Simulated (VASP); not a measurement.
Runs of VASP 6.6.1 on Ir. The structure is that of space group P6_3/mmc (No. 194), or close to it. The cells are those of the table. 

| cell | gap on the mesh (eV) | pressure (GPa) |
| --- | --- | --- |
| a = 2.876, b = 2.876, c = 4.230 Å, angles 90.0, 90.0, 120.0°, 2 atoms | none | (a) |
| a = 2.830, b = 2.830, c = 4.572 Å, angles 90.0, 90.0, 120.0°, 2 atoms | none | -23.2 |
| a = 2.693, b = 2.693, c = 4.334 Å, angles 90.0, 90.0, 120.0°, 2 atoms | none | 28.7 |
| a = 2.684, b = 2.684, c = 4.304 Å, angles 90.0, 90.0, 120.0°, 2 atoms | none | 35.6 |
| a = 2.555, b = 2.556, c = 4.527 Å, angles 90.0, 90.0, 120.0°, 2 atoms | none | 67.2 |
| a = 2.620, b = 2.620, c = 4.230 Å, angles 90.0, 90.0, 120.0°, 2 atoms | none | 75.2 |
| a = 2.812, b = 2.812, c = 4.453 Å, angles 90.0, 90.0, 120.0°, 2 atoms | none | (c) |
| a = 2.748, b = 2.748, c = 4.215 Å, angles 90.0, 90.0, 120.0°, 2 atoms | none | (b) |
| a = 2.803, b = 2.803, c = 4.097 Å, angles 90.0, 90.0, 120.0°, 2 atoms | none | 23.3 |
| a = 2.620, b = 2.620, c = 4.676 Å, angles 90.0, 90.0, 120.0°, 2 atoms | none | 23.2 |
| a = 2.665, b = 2.665, c = 4.215 Å, angles 90.0, 90.0, 120.0°, 2 atoms | none | 55.5 |
| a = 2.812, b = 2.812, c = 4.304 Å, angles 90.0, 90.0, 120.0°, 2 atoms | none | -1.8 |

Alike in all rows: task single point; level PBE; potentials or basis VASP PAW PBE potentials, release 64 (Ir); no spin polarisation; k mesh 18 × 18 × 10; cutoff (eV) 520; smearing gaussian 0.15 eV.

Estimate the missing entries.

(a) -8.0; (b) 24.6; (c) -13.3.

Caveats: spin-orbit coupling is left out, which moves the levels of the heavy elements.

A k mesh can miss the band edges, and the runs leave out spin-orbit coupling on Ir.

A gap of «none» marks levels without a gap at the run's occupations.
